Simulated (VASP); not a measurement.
The system is SiO2.

```
CELL_PARAMETERS angstrom
-2.37405 2.37405 3.74400
2.37405 -2.37405 3.74400
2.37405 2.37405 -3.74400
ATOMIC_POSITIONS crystal
Si 0.00000 0.00000 0.00000
Si 0.75000 0.25000 0.50000
O 0.99838 0.62500 0.87338
O 0.37500 0.24838 0.37338
O 0.75162 0.12500 0.12662
O 0.87500 0.00162 0.62662
```

Base run:

```yaml
Program: VASP 6.6.1
Functional: PBEsol
Potentials_or_basis: VASP PAW PBE potentials, release 64 (Si, O)
Cutoff: 520 eV
k_mesh: 6 × 6 × 6, shifted
Occupations: gaussian, width 0.02 eV
Spin: no spin polarisation
```

Its results: band gap on the k mesh 6.13 eV, direct; pressure 1.6 GPa; largest force 0.026 eV/Å.

Question: The run is repeated on the same cell with these changes: k mesh from 6 × 6 × 6, shifted to 2 × 2 × 2, shifted. What comes out?

Answer: Band gap on the k mesh 7.19 eV, direct; pressure 1.7 GPa; largest force 0.014 eV/Å.

Caveats: some runs use coarse meshes; the PAW data sets were made with another functional, which shifts forces and pressure a little.

A k mesh can miss the band edges.
